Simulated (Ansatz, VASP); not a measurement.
## One calculation of Pd, two programs

File INCAR:

```
SYSTEM = Pd
PREC = Accurate ; ENCUT = 600
EDIFF = 1E-7 ; ISMEAR = -1
SIGMA = 0.05 ; LREAL = .False.
LASPH = .True. ; NELM = 60
ALGO = Normal ; ISIF = 3
LWAVE = .False. ; LCHARG = .False.
GGA = PS ; IVDW = 12
IBRION = 2 ; NSW = 60
EDIFFG = -0.01
```

File KPOINTS:

```
regular mesh
0
Gamma
  12 12 12
  0 0 0
```

Contents of POSCAR:

```
Pd
1.0
    0.0000000000      1.9465000000      1.9465000000
    1.9465000000      0.0000000000      1.9465000000
    1.9465000000      1.9465000000      0.0000000000
Pd
1
Direct
    0.0000000000      0.0000000000      0.0000000000
```

File input.yaml:

```yaml
crystal:
  lattice:
    - [0.0, 1.9465, 1.9465]
    - [1.9465, 0.0, 1.9465]
    - [1.9465, 1.9465, 0.0]
  atoms:
    - { symbol: Pd, position: [0.0, 0.0, 0.0] }
hamiltonian:
  xc: pbesol
  pseudopotentials: { kind: paw }
  dispersion: d3bj
kpoints:
  mp_grid: { grid: [12, 12, 12] }
scf:
  occupations: { method: fermi_dirac, width: 0.05 }
output:
  forces: true
  stress: true
  write_density: true
  write_potential: true
  elf: true
  volumetric_format: npy
relax:
  f_tol: 0.01
  max_steps: 40
  cell: { stress_tol: 0.05 }
```

Alike in both runs: task relaxation of cell and atoms; functional PBEsol; dispersion D3(BJ); k mesh 12 × 12 × 12; occupations fermi-dirac, width 0.05 eV; no spin polarisation.

|  | VASP | Ansatz |
| --- | --- | --- |
| version | VASP 6.6.1 | Ansatz 0.2.0 |
| potentials or method | VASP PAW PBE potentials, release 64 (Pd) | Ansatz PAW |
| plane-wave cutoff (eV) | 600 | 420 |
| valence electrons in the cell | 10 | 18 |

VASP gave:

```
gap on the k mesh at the Fermi level, each at its own relaxed structure (eV) : none
relaxed volume (Å³/atom)                                                     : 14.03
relaxed cell length with the largest relative difference (Å)                 : 2.707
```

**Question.** Which values does Ansatz return?

**Answer.** gap on the k mesh at the Fermi level, each at its own relaxed structure (eV): none; relaxed volume (Å³/atom): 14.05; relaxed cell length with the largest relative difference (Å): 2.709.

VASP's potentials were made for PBE, not for PBEsol. A gap of «none» marks a metal or a gap that the smearing closes. VASP's potentials hold 10 valence electrons a cell and Ansatz's 18, so a difference there can come from the potentials and not from the codes.

Noted on Ansatz's run: the plane-wave basis is chosen anew once the cell has moved, so the energies of steps on either side of that aren't comparable.
